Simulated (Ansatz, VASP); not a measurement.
BP in VASP and in Ansatz

The input INCAR:

```
  ALGO = Normal
  EDIFF = 1E-8
  ENCUT = 520
  GGA = CA
  ISIF = 2
  ISMEAR = -1
  LASPH = T
  LCHARG = F
  LEFG = T
  LREAL = F
  LWAVE = F
  NBANDS = 11
  NELM = 100
  PREC = Accurate
  SIGMA = 0.08
```

The input KPOINTS:

```
k-points
0
Gamma
  12 12 12
```

File POSCAR:

```
BP
1.0
    0.0000000000      2.2690000000      2.2916900000
    2.2690000000      0.0000000000      2.2916900000
    2.2690000000      2.2690000000      0.0000000000
B P
1 1
Direct
    0.0000000000      0.0000000000      0.0000000000
    0.7500000000      0.7500000000      0.7500000000
```

Input for Ansatz:

```yaml
crystal:
  lattice:
    - [0.0, 2.269, 2.29169]
    - [2.269, 0.0, 2.29169]
    - [2.269, 2.269, 0.0]
  atoms:
    - { symbol: B, position: [0.0, 0.0, 0.0] }
    - { symbol: P, position: [0.75, 0.75, 0.75] }
kpoints:
  mp_grid: { grid: [12, 12, 12] }
scf:
  occupations: { method: fermi_dirac, width: 0.08 }
hamiltonian:
  xc: lda
  pseudopotentials: { kind: all_electron, datasets: crystal }
output:
  forces: true
  stress: true
  eigenvalues: true
  efg: { contact_densities: true }
```

Change from the starting cell: zz strain of +1 %, crystal datasets.

Alike in both runs: task electric field gradients; functional LDA; k mesh 12 × 12 × 12; occupations fermi-dirac, width 0.08 eV; no spin polarisation.

|  | VASP | Ansatz |
| --- | --- | --- |
| version | VASP 6.6.1 | Ansatz 0.2.0 |
| potentials or method | VASP PAW LDA potentials, release 64 (B, P), cutoff 520 eV | all-electron PAW with datasets made for the crystal, scalar-relativistic |

```tsv
	VASP	Ansatz	Ansatz less VASP
pressure (GPa)	-6.8	-6.8	+0.07
traceless stress, the component that is largest in VASP (GPa)	-1.78	-1.78	+0.001
```

LDA's correlation is that of Perdew and Zunger in VASP and of Perdew and Wang (1992) in Ansatz. Ansatz ran all-electron here, and VASP with PAW potentials.
